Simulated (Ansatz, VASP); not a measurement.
# HfC: VASP beside Ansatz

File INCAR:

```
SYSTEM = HfC
PREC = Accurate ; ENCUT = 600
EDIFF = 1E-6 ; ISMEAR = -1
SIGMA = 0.05 ; LREAL = .FALSE.
LASPH = .TRUE. ; NELM = 60
ALGO = Normal ; ISIF = 3
LWAVE = .FALSE. ; LCHARG = .FALSE.
GGA = PE ; IVDW = 13
IBRION = 2 ; NSW = 60
EDIFFG = -0.01
```

File KPOINTS:

```
Automatic mesh
0
G
  12 12 12
  0 0 0
```

Contents of POSCAR:

```
HfC
1.0
   -1.3966732300      2.4971805100      1.8473367300
    1.3966732300     -2.4971805100      1.8473367300
    1.3966732300      2.4971805100     -1.8473367300
Hf C
1 1
Direct
    0.9847118300      0.9847118300      0.0000000000
    0.6794548300      0.1794548300      0.5000000000
```

File input.yaml:

```yaml
crystal:
  lattice:
    - [-1.39667323, 2.49718051, 1.84733673]
    - [1.39667323, -2.49718051, 1.84733673]
    - [1.39667323, 2.49718051, -1.84733673]
  atoms:
    - { symbol: Hf, position: [0.98471183, 0.98471183, 0.0] }
    - { symbol: C, position: [0.67945483, 0.17945483, 0.5] }
hamiltonian:
  xc: pbe
  pseudopotentials: { kind: paw }
  dispersion: d4
kpoints:
  mp_grid: { grid: [12, 12, 12] }
scf:
  occupations: { method: fermi_dirac, width: 0.05 }
output:
  forces: true
  stress: true
  eigenvalues: true
relax:
  f_tol: 0.01
  max_steps: 40
  cell: { stress_tol: 0.05 }
```

Alike in both runs: task relaxation of cell and atoms; functional PBE; dispersion D4; k mesh 12 × 12 × 12; occupations fermi-dirac, width 0.05 eV; no spin polarisation.

```csv
,VASP,Ansatz
version,VASP 6.6.1,Ansatz 0.2.0
potentials or method,"VASP PAW PBE potentials, release 64 (Hf_pv, C)",Ansatz PAW
plane-wave cutoff (eV),600,420
valence electrons in the cell,14,30
```

```csv
,VASP,Ansatz,Ansatz less VASP
"gap on the k mesh at the Fermi level, each at its own relaxed structure (eV)",none,none,-
relaxed volume (Å³/atom),12.36,12.39,+0.031
relaxed cell length with the largest relative difference (Å),3.270,3.273,+0.0028
```

A gap of «none» marks a metal or a gap that the smearing closes. VASP's potentials hold 14 valence electrons a cell and Ansatz's 30, so a difference there can come from the potentials and not from the codes.

Spin-orbit coupling is off throughout. Noted on Ansatz's run: the plane-wave basis is chosen anew once the cell has moved, so the energies of steps on either side of that aren't comparable.
